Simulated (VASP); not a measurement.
Write the native input for VASP 6.6.1 that does the following.

```yaml
Task: single point
Functional: PBE
Potentials_or_basis: VASP PAW PBE potentials, release 64 (Si, S)
Cutoff: 520 eV
k_mesh: 12 × 12 × 6
Occupations: gaussian, width 0.1 eV
Spin: no spin polarisation
Dipole_correction: no
Further_INCAR_settings: ALGO = Normal; EDIFF = 1e-07; NBANDS = 19
```

The structure of Si4S lies in POSCAR:

```
Si4S
1.0
    4.0334417140      0.0000000000      0.0000000000
   -2.0167208570      3.4930629891      0.0000000000
    0.0000000000      0.0000000000      6.6973102878
Si S
4 1
Direct
    0.3333333333      0.6666666667      0.7078976891
    0.6666666667      0.3333333333      0.7078976891
    0.6666666667      0.3333333333      0.2921023109
    0.3333333333      0.6666666667      0.2921023109
    0.0000000000      0.0000000000      0.0000000000
```

These files were run (other wordings do the same):

INCAR

```
PREC = Accurate
ENCUT = 520
EDIFF = 1E-7
ISMEAR = 0
SIGMA = 0.1
LREAL = F
LASPH = T
NELM = 100
ALGO = Normal
ISIF = 2
LWAVE = F
LCHARG = F
GGA = PE
NBANDS = 19
```

KPOINTS

```
Automatic mesh
0
Gamma
  12 12 6
```

Potentials or basis: VASP PAW PBE potentials, release 64 (Si, S).

Run with:

```sh
$ cat potpaw_PBE.64/Si/POTCAR potpaw_PBE.64/S/POTCAR > POTCAR
$ mpirun -np 1 vasp_std > vasp.out
```

Results of the run:

| Property | Result |
| --- | --- |
| Pressure | -0.1 GPa |
| Band gap on the k mesh | zero (band 11 reaches 7.68 eV, above the bottom of band 12 at 5.13 eV) |

Wall time 110 s on 1 thread of Intel(R) Xeon(R) Platinum 8259CL CPU @ 2.50GHz (Skylake/Cascade Lake), with other jobs on the host, peak memory 0.26 GiB.
